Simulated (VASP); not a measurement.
# CdInS2 (P-3m1) in VASP: a series of runs

CdInS2 is run at these levels: PBE; tasks: single point.

Everything below comes from runs of VASP 6.6.1. Logs are shortened: lines on timing, memory, paths and dates and some standing lists are left out, and cuts for length are marked.

### 1 The cell of the first run

Symmetry: P-3m1, No. 164, trigonal system. The conventional cell has a = 3.509 Å, b = 3.509 Å, c = 7.406 Å, α = 90.00°, β = 90.00°, γ = 120.00°. Cd (site symmetry -3m) has 6 S at 2.71 Å and 6 Cd at 3.51 Å and 2 In at 3.70 Å within 3.8 Å. In (site symmetry -3m) has 6 S at 2.78 Å and 6 In at 3.51 Å and 2 Cd at 3.70 Å within 3.8 Å. S (site symmetry 3m) has 3 Cd at 2.71 Å and 3 In at 2.78 Å and 6 S at 3.51 Å within 3.6 Å.

### 2 Single point, PBE (19.74 Å³/atom)

Input file INCAR:

```
SYSTEM = CdInS2
  PREC = Accurate
  ENCUT = 520
  EDIFF = 1E-6
  ISMEAR = 0
  SIGMA = 0.15
  LREAL = .FALSE.
  LASPH = .TRUE.
  NELM = 100
  ALGO = Normal
  ISIF = 2
  LWAVE = .FALSE.
  LCHARG = .TRUE.
  GGA = PE
  LELF = .TRUE.
  LVHAR = .TRUE.
  NBANDS = 26
```

Input file KPOINTS:

```
Automatic mesh
0
G
  15 15 8
  0 0 0
```

Input file POSCAR:

```
CdInS2
1.0
    3.5086157378      0.0000000000      0.0000000000
   -1.7543078689      3.0385503610      0.0000000000
    0.0000000000      0.0000000000      7.4059860993
Cd In S
1 1 2
Direct
    0.0000000000      0.0000000000      0.0000000000
    0.0000000000      0.0000000000      0.5000000000
    0.6666666667      0.3333333333      0.7578554487
    0.3333333333      0.6666666667      0.2421445513
```

Potentials or basis: VASP PAW PBE potentials, release 64 (Cd, In_d, S).

Launch:

```
cat potpaw_PBE.64/Cd/POTCAR potpaw_PBE.64/In_d/POTCAR potpaw_PBE.64/S/POTCAR > POTCAR
mpirun -np 1 vasp_std > vasp.out
```

OUTCAR:

```text
SYSTEM = CdInS2
   PREC = Accurate
   ENCUT = 520
   EDIFF = 1E-6
   ISMEAR = 0
   LREAL = .FALSE.
   LASPH = .TRUE.
   NELM = 100
   ISIF = 2
   GGA = PE

 ion  position               nearest neighbor table
   1  0.000  0.000  0.000-   3 2.71   4 2.71   4 2.71   3 2.71   3 2.71   4 2.71   2 3.70   2 3.70

   2  0.000  0.000  0.500-   3 2.78   4 2.78   4 2.78   3 2.78   3 2.78   4 2.78   1 3.70   1 3.70

   3  0.667  0.333  0.758-   1 2.71   1 2.71   1 2.71   2 2.78   2 2.78   2 2.78
   4  0.333  0.667  0.242-   1 2.71   1 2.71   1 2.71   2 2.78   2 2.78   2 2.78

  LATTYP: Found a hexagonal cell.
 ALAT       =     3.5086157378
 C/A-ratio  =     2.1108000000

  Lattice vectors:

 A1 = (   3.5086157378,   0.0000000000,   0.0000000000)
 A2 = (  -1.7543078689,   3.0385503610,   0.0000000000)
 A3 = (   0.0000000000,   0.0000000000,   7.4059860993)

Analysis of symmetry for initial positions (statically):
=====================================================================
 Subroutine PRICEL returns:
 Original cell was already a primitive cell.

 Routine SETGRP: Setting up the symmetry group for a
 hexagonal supercell.

 Subroutine GETGRP returns: Found 12 space group operations
 (whereof 12 operations were pure point group operations)
 out of a pool of 24 trial point group operations.

The static configuration has the point symmetry D_3d.

Analysis of symmetry for dynamics (positions and initial velocities):
=====================================================================
 Subroutine PRICEL returns:
 Original cell was already a primitive cell.

 Routine SETGRP: Setting up the symmetry group for a
 hexagonal supercell.

 Subroutine GETGRP returns: Found 12 space group operations
 (whereof 12 operations were pure point group operations)
 out of a pool of 24 trial point group operations.

The dynamic configuration has the point symmetry D_3d.

 Subroutine INISYM returns: Found 12 space group operations
 (whereof 12 operations are pure point group operations),
 and found     1 'primitive' translations

----------------------------------------------------------------------------------------

                                     Primitive cell

  volume of cell :      78.9560

  direct lattice vectors                    reciprocal lattice vectors
     3.508615738  0.000000000  0.000000000     0.285012687  0.164552152  0.000000000
    -1.754307869  3.038550361  0.000000000     0.000000000  0.329104303  0.000000000
     0.000000000  0.000000000  7.405986099     0.000000000  0.000000000  0.135025908

[... 88 lines left out ...]
   LREAL  =      F    real-space projection
   EDIFFG = 0.1E-04   stopping-criterion for IOM
   NSW    =      0    number of steps for IOM
   IBRION =     -1    ionic relax: 0-MD 1-quasi-New 2-CG
   NFREE  =      0    steps in history (QN), initial steepest desc. (CG)
   ISIF   =      2    stress and relaxation
   ISYM   =      2    0-nonsym 1-usesym 2-fastsym
   POTIM  = 0.5000    time-step for ionic-motion
   TEBEG  =    0.0;   TEEND  =   0.0 temperature during run
   PSTRESS=    0.0 pullay stress
   NELECT =      37.0000    total number of electrons
   NUPDOWN=      -1.0000    fix difference up-down
   EMIN   =  10.00;   EMAX   =-10.00  energy-range for DOS
   EFERMI =   0.00;   METHOD = LEGACY
   ISMEAR =     0;   SIGMA  =   0.15  broadening in eV -4-tet -1-fermi 0-gaus
   EFERMI_NEDOS =   21; number of points for ismear=-14 and -15
   IALGO  =     38    algorithm
   IMIX   =      4    mixing-type and parameters
     AMIX     =   0.40;   BMIX     =  1.00
     AMIX_MAG =   1.60;   BMIX_MAG =  1.00
  volume/ion in A,a.u.               =      19.74       133.21
  Fermi-wavevector in a.u.,A,eV,Ry     =   1.271590  2.402956 21.999812  1.616941
  Thomas-Fermi vector in A             =   2.404515
   LORBIT       =      0    0 simple, 1 ext, 2 COOP (PROOUT), +10 PAW based schemes
   GGA     = PE    functional components
   LHFCALC =     F    Hartree Fock is set to
   AEXX    =    0.0000 exact exchange contribution
   IVDW    =     0    specifies the selected vdW correction
   LEPSILON=     F    determine dielectric tensor
   LRPA    =     F    only Hartree local field effects (RPA)
 non-spin polarized calculation
 Gauss-broadening in eV      SIGMA  =   0.15
  energy-cutoff  :      520.00
  volume of cell :       78.96
 maximum number of plane-waves:      2170
 NGX is ok and might be reduce to    28
   NGX = 13   NGY = 13   NGZ = 27

 number of electron      36.9999998 magnetization

 Free energy of the ion-electron system (eV)
  ---------------------------------------------------
  ext. energy  EPLUGINS =         0.00000000
  ---------------------------------------------------
  free energy    TOTEN  =       -12.35587328 eV

  energy without entropy =      -12.34223375  energy(sigma->0) =      -12.34905351

 E-fermi :   6.2338     XC(G=0): -10.6752

 val. band max:        6.2327247659   @ k =   0.1333   0.0667   0.1250
 cond. band min:       6.2347152399   @ k =  -0.1333   0.4667   0.2500
 fundamental gap:      0.0019904740
 Fermi energy:         6.2337523652

 k-point     1 :       0.0000    0.0000    0.0000
  band No.  band energies     occupation
      1      -8.5216      2.00000
      2      -8.5216      2.00000
      3      -8.5125      2.00000
      4      -8.3338      2.00000
      5      -8.3338      2.00000
      6      -8.0376      2.00000
[... 685 lines left out ...]
     25      12.5552      0.00000
     26      13.3541      0.00000

 [... further k-points ...]

------------------------ aborting loop because EDIFF is reached ----------------------------------------

  FORCE on cell =-STRESS in cart. coord.  units (eV):
  Direction    XX          YY          ZZ          XY          YZ          ZX
  --------------------------------------------------------------------------------------
  -------------------------------------------------------------------------------------
  Total        6.6592553      6.6592553     -2.5224152      0.0000000      0.0000000      0.0000000
  in kB      135.1297916    135.1297916    -51.1849185      0.0000000      0.0000000      0.0000000
  external PRESSURE =      73.0248882 kB  Pullay stress =       0.0000000 kB

 VOLUME and BASIS-vectors are now :
 -----------------------------------------------------------------------------
  energy-cutoff  :      520.00
  volume of cell :       78.96
      direct lattice vectors                 reciprocal lattice vectors
     3.508615738  0.000000000  0.000000000     0.285012687  0.164552152  0.000000000
    -1.754307869  3.038550361  0.000000000     0.000000000  0.329104303  0.000000000
     0.000000000  0.000000000  7.405986099     0.000000000  0.000000000  0.135025908

 POSITION                                       TOTAL-FORCE (eV/Angst)
 -----------------------------------------------------------------------------------
      0.00000      0.00000      0.00000        -0.000000      0.000000      0.000000
      0.00000      0.00000      3.70299        -0.000000      0.000000      0.000000
      1.75431      1.01285      5.61267         0.000000      0.000000     -0.330962
     -0.00000      2.02570      1.79332        -0.000000     -0.000000      0.330962
 -----------------------------------------------------------------------------------
    total drift:                               -0.000000      0.000000      0.000000

  FREE ENERGIE OF THE ION-ELECTRON SYSTEM (eV)
  ---------------------------------------------------
  free  energy   TOTEN  =       -12.3558732762 eV

  energy  without entropy=      -12.3422337483  energy(sigma->0) =      -12.34905351
```

It took 11 min on 1 thread of Intel Xeon 8259CL, shared host; peak memory 0.5 GiB.

Results:

```yaml
Free_energy: -12.3559 eV
Pressure: 7.3 GPa
Largest_force: 0.331 eV/Å
Band_gap_on_the_k_mesh: zero (an odd number of electrons rules out a gap without spin polarisation)
```

Forces in eV/Å, atoms in the order of the input:
```
Cd   0.000  0.000  0.000
In   0.000  0.000  0.000
S    0.000  0.000 -0.331
S    0.000  0.000  0.331
```

Stress tensor (GPa, compression positive):
```
13.51  0.00  0.00
 0.00 13.51  0.00
 0.00  0.00 -5.12
```

Caveat: the stress differs along the axes, from -5 to 14 GPa; spin-orbit coupling is left out, which moves the levels of the heavy elements; an odd number of electrons without spin polarisation forces a metal; a magnetic or distorted state may lie lower.

### 3 Single point, PBE (19.74 Å³/atom)

Input file INCAR:

```
SYSTEM = CdInS2
ALGO = Normal
EDIFF = 1E-6
ENCUT = 520
GGA = PE
ISIF = 2
ISMEAR = 0
LASPH = .True.
LCHARG = .True.
LELF = .True.
LREAL = .False.
LVHAR = .True.
LWAVE = .False.
NBANDS = 26
NELM = 100
PREC = Accurate
SIGMA = 0.15
```

Input file KPOINTS:

```
k-points
0
Gamma
  15 15 8
  0 0 0
```

Input file POSCAR:

```
CdInS2
1.0
    3.9612100156      0.0000000000      0.0000000000
   -1.9806050078      3.4305085033      0.0000000000
    0.0000000000      0.0000000000      5.8103028509
Cd In S
1 1 2
Direct
    0.0000000000      0.0000000000      0.0000000000
    0.0000000000      0.0000000000      0.5000000000
    0.6666666667      0.3333333333      0.7578554487
    0.3333333333      0.6666666667      0.2421445513
```

Potentials or basis: VASP PAW PBE potentials, release 64 (Cd, In_d, S).

Launch:

```
cat potpaw_PBE.64/Cd/POTCAR potpaw_PBE.64/In_d/POTCAR potpaw_PBE.64/S/POTCAR > POTCAR
mpirun -np 1 vasp_std > vasp.out
```

It took 11 min on 1 thread of Intel Xeon 8259CL, shared host; peak memory 0.5 GiB.

It converged, with:

| Property | Result |
| --- | --- |
| Free energy | -12.2457 eV |
| Pressure | 12.2 GPa |
| Largest force | 0.098 eV/Å |
| Band gap on the k mesh | zero (an odd number of electrons rules out a gap without spin polarisation) |

Forces on the atoms (eV/Å):
```
Cd   0.000  0.000  0.000
In   0.000  0.000  0.000
S    0.000  0.000  0.098
S    0.000  0.000 -0.098
```

Stress tensor (GPa, compression positive):
```
 6.79  0.00  0.00
 0.00  6.79  0.00
 0.00  0.00 23.01
```

Levels at points of the mesh, in eV from the Fermi level:
```csv
k point,band 15,band 16,band 17,band 18,band 19,band 20,band 21,band 22,band 23,band 24
"(0.00, 0.00, 0.00)",-3.22,-2.44,-2.44,-2.24,-2.09,0.23,3.54,3.54,5.33,6.35
"(0.00, 0.00, 0.50)",-2.91,-2.91,-2.62,-2.62,0.04,0.47,3.64,3.64,4.37,4.37
```

Caveat: the stress differs along the axes, from 7 to 23 GPa; spin-orbit coupling is left out, which moves the levels of the heavy elements; an odd number of electrons without spin polarisation forces a metal; a magnetic or distorted state may lie lower.

### 4 Single point, PBE (19.74 Å³/atom)

Input file INCAR:

```
PREC = Accurate
ENCUT = 520
EDIFF = 1E-6
ISMEAR = 0
SIGMA = 0.15
LREAL = False
LASPH = True
NELM = 60
ALGO = Normal
ISIF = 2
LWAVE = False
LCHARG = True
GGA = PE
LELF = True
LVHAR = True
NBANDS = 26
```

Input file KPOINTS:

```
regular mesh
0
Gamma
  15 15 8
```

Input file POSCAR:

```
CdInS2
1.0
    3.8042121188      0.0000000000      0.0000000000
   -1.9021060594      3.2945443363      0.0000000000
    0.0000000000      0.0000000000      6.2997752688
Cd In S
1 1 2
Direct
    0.0000000000      0.0000000000      0.0000000000
    0.0000000000      0.0000000000      0.5000000000
    0.6666666667      0.3333333333      0.7578554487
    0.3333333333      0.6666666667      0.2421445513
```

Potentials or basis: VASP PAW PBE potentials, release 64 (Cd, In_d, S).

Launch:

```
cat potpaw_PBE.64/Cd/POTCAR potpaw_PBE.64/In_d/POTCAR potpaw_PBE.64/S/POTCAR > POTCAR
mpirun -np 1 vasp_std > vasp.out
```

OUTCAR:

```text
PREC = Accurate
   ENCUT = 520
   EDIFF = 1E-6
   ISMEAR = 0
   LREAL = False
   LASPH = True
   NELM = 60
   ISIF = 2
   GGA = PE

 ion  position               nearest neighbor table
   1  0.000  0.000  0.000-   3 2.67   4 2.67   3 2.67   4 2.67   3 2.67   4 2.67   2 3.15   2 3.15

   2  0.000  0.000  0.500-   3 2.73   4 2.73   3 2.73   4 2.73   3 2.73   4 2.73   1 3.15   1 3.15

   3  0.667  0.333  0.758-   1 2.67   1 2.67   1 2.67   2 2.73   2 2.73   2 2.73
   4  0.333  0.667  0.242-   1 2.67   1 2.67   1 2.67   2 2.73   2 2.73   2 2.73

[... 896 lines left out ...]
  Direction    XX          YY          ZZ          XY          YZ          ZX
  --------------------------------------------------------------------------------------
  -------------------------------------------------------------------------------------
  Total        3.7544819      3.7544819      7.5747757      0.0000000      0.0000000      0.0000000
  in kB       76.1860495     76.1860495    153.7075567      0.0000000      0.0000000      0.0000000
  external PRESSURE =     102.0265519 kB  Pullay stress =       0.0000000 kB

 VOLUME and BASIS-vectors are now :
 -----------------------------------------------------------------------------
  energy-cutoff  :      520.00
  volume of cell :       78.96
      direct lattice vectors                 reciprocal lattice vectors
     3.804212119  0.000000000  0.000000000     0.262866520  0.151766056  0.000000000
    -1.902106059  3.294544336  0.000000000     0.000000000  0.303532112  0.000000000
     0.000000000  0.000000000  6.299775269     0.000000000  0.000000000  0.158735821

 POSITION                                       TOTAL-FORCE (eV/Angst)
 -----------------------------------------------------------------------------------
      0.00000      0.00000      0.00000        -0.000000      0.000000      0.000000
      0.00000      0.00000      3.14989        -0.000000      0.000000      0.000000
      1.90211      1.09818      4.77432         0.000000      0.000000     -0.058273
     -0.00000      2.19636      1.52546        -0.000000     -0.000000      0.058273
 -----------------------------------------------------------------------------------
    total drift:                               -0.000000      0.000000      0.000000

  FREE ENERGIE OF THE ION-ELECTRON SYSTEM (eV)
  ---------------------------------------------------
  free  energy   TOTEN  =       -12.7391323216 eV

  energy  without entropy=      -12.7248740063  energy(sigma->0) =      -12.73200316
```

Run time: 9.3 min. Hardware: 1 thread of Intel Xeon 8259CL, shared host; peak memory 0.48 GiB.

What came out:

```
Free energy            : -12.7391 eV
Pressure               : 10.2 GPa
Largest force          : 0.058 eV/Å
Band gap on the k mesh : zero (an odd number of electrons rules out a gap without spin polarisation)
```

Forces on the atoms (eV/Å):
```
Cd   0.000  0.000  0.000
In   0.000  0.000  0.000
S    0.000  0.000 -0.058
S    0.000  0.000  0.058
```

Stress tensor (GPa, compression positive):
```
 7.62  0.00  0.00
 0.00  7.62  0.00
 0.00  0.00 15.37
```

Caveat: the stress differs along the axes, from 8 to 15 GPa; spin-orbit coupling is left out, which moves the levels of the heavy elements; an odd number of electrons without spin polarisation forces a metal; a magnetic or distorted state may lie lower.

### 5 Single point, PBE (19.74 Å³/atom)

Input file INCAR:

```
PREC = Accurate ; ENCUT = 520
EDIFF = 1E-6 ; ISMEAR = 0
SIGMA = 0.15 ; LREAL = F
LASPH = T ; NELM = 60
ALGO = Normal ; ISIF = 2
LWAVE = F ; LCHARG = F
GGA = PE ; NBANDS = 26
```

KPOINTS is that of step 4.

Input file POSCAR:

```
CdInS2
1.0
    3.7280611874      0.0000000000      0.0000000000
   -1.8640305937      3.2285956952      0.0000000000
    0.0000000000      0.0000000000      6.5597674476
Cd In S
1 1 2
Direct
    0.0000000000      0.0000000000      0.0000000000
    0.0000000000      0.0000000000      0.5000000000
    0.6666666667      0.3333333333      0.7578554487
    0.3333333333      0.6666666667      0.2421445513
```

Potentials or basis: VASP PAW PBE potentials, release 64 (Cd, In_d, S).

Launch:

```
cat potpaw_PBE.64/Cd/POTCAR potpaw_PBE.64/In_d/POTCAR potpaw_PBE.64/S/POTCAR > POTCAR
mpirun -np 1 vasp_std > vasp.out
```

OUTCAR:

```text
PREC = Accurate
   ENCUT = 520
   EDIFF = 1E-6
   ISMEAR = 0
   LREAL = F
   LASPH = T
   NELM = 60
   ISIF = 2
   GGA = PE

 ion  position               nearest neighbor table
   1  0.000  0.000  0.000-   3 2.68   4 2.68   3 2.68   4 2.68   3 2.68   4 2.68   2 3.28   2 3.28

   2  0.000  0.000  0.500-   3 2.74   4 2.74   3 2.74   4 2.74   3 2.74   4 2.74   1 3.28   1 3.28

   3  0.667  0.333  0.758-   1 2.68   1 2.68   1 2.68   2 2.74   2 2.74   2 2.74
[... 897 lines left out ...]
  FORCE on cell =-STRESS in cart. coord.  units (eV):
  Direction    XX          YY          ZZ          XY          YZ          ZX
  --------------------------------------------------------------------------------------
  -------------------------------------------------------------------------------------
  Total        4.2677250      4.2677250      5.2737291      0.0000000     -0.0000000      0.0000000
  in kB       86.6007939     86.6007939    107.0146565      0.0000000     -0.0000000      0.0000000
  external PRESSURE =      93.4054148 kB  Pullay stress =       0.0000000 kB

 VOLUME and BASIS-vectors are now :
 -----------------------------------------------------------------------------
  energy-cutoff  :      520.00
  volume of cell :       78.96
      direct lattice vectors                 reciprocal lattice vectors
     3.728061187  0.000000000  0.000000000     0.268235941  0.154866093  0.000000000
    -1.864030594  3.228595695  0.000000000     0.000000000  0.309732185  0.000000000
     0.000000000  0.000000000  6.559767448     0.000000000  0.000000000  0.152444429

 POSITION                                       TOTAL-FORCE (eV/Angst)
 -----------------------------------------------------------------------------------
      0.00000      0.00000      0.00000         0.000000      0.000000      0.000000
      0.00000      0.00000      3.27988         0.000000      0.000000      0.000000
      1.86403      1.07620      4.97136        -0.000000     -0.000000     -0.148935
     -0.00000      2.15240      1.58841         0.000000      0.000000      0.148935
 -----------------------------------------------------------------------------------
    total drift:                               -0.000000      0.000000      0.000000

  FREE ENERGIE OF THE ION-ELECTRON SYSTEM (eV)
  ---------------------------------------------------
  free  energy   TOTEN  =       -12.8381678099 eV

  energy  without entropy=      -12.8243823022  energy(sigma->0) =      -12.83127506
```

Run time: 9 min. Hardware: 1 thread of Intel Xeon 8259CL, shared host; peak memory 0.49 GiB.

Results:

```
Free energy            : -12.8382 eV
Pressure               : 9.3 GPa
Largest force          : 0.149 eV/Å
Band gap on the k mesh : zero (an odd number of electrons rules out a gap without spin polarisation)
```

Forces on the atoms (eV/Å):
```
Cd   0.000  0.000  0.000
In   0.000  0.000  0.000
S    0.000  0.000 -0.149
S    0.000  0.000  0.149
```

Caveat: the cell stands under pressure; spin-orbit coupling is left out, which moves the levels of the heavy elements; an odd number of electrons without spin polarisation forces a metal; a magnetic or distorted state may lie lower.

### 6 Overview

| cell | gap on the mesh (eV) | pressure (GPa) | largest force (eV/Å) |
| --- | --- | --- | --- |
| a = 3.509, b = 3.509, c = 7.406 Å, angles 90.0, 90.0, 120.0°, 4 atoms | none | 7.3 | 0.33 |
| a = 3.961, b = 3.961, c = 5.810 Å, angles 90.0, 90.0, 120.0°, 4 atoms | none | 12.2 | 0.10 |
| a = 3.804, b = 3.804, c = 6.300 Å, angles 90.0, 90.0, 120.0°, 4 atoms | none | 10.2 | 0.06 |
| a = 3.728, b = 3.728, c = 6.560 Å, angles 90.0, 90.0, 120.0°, 4 atoms | none | 9.3 | 0.15 |

Alike in all rows: task single point; level PBE; potentials or basis VASP PAW PBE potentials, release 64 (Cd, In_d, S); no spin polarisation; k mesh 15 × 15 × 8; cutoff (eV) 520; smearing gaussian 0.15 eV.

Caveats: spin-orbit coupling is left out, which moves the levels of the heavy elements; an odd number of electrons without spin polarisation forces a metal; a magnetic or distorted state may lie lower; the stress differs along the axes, from -5 to 14 GPa (at least some runs); the stress differs along the axes, from 7 to 23 GPa (at least some runs); the stress differs along the axes, from 8 to 15 GPa (at least some runs); the cell stands under pressure (at least some runs).

Total energies depend on the potentials used, so only differences within one code and one set of settings carry meaning.
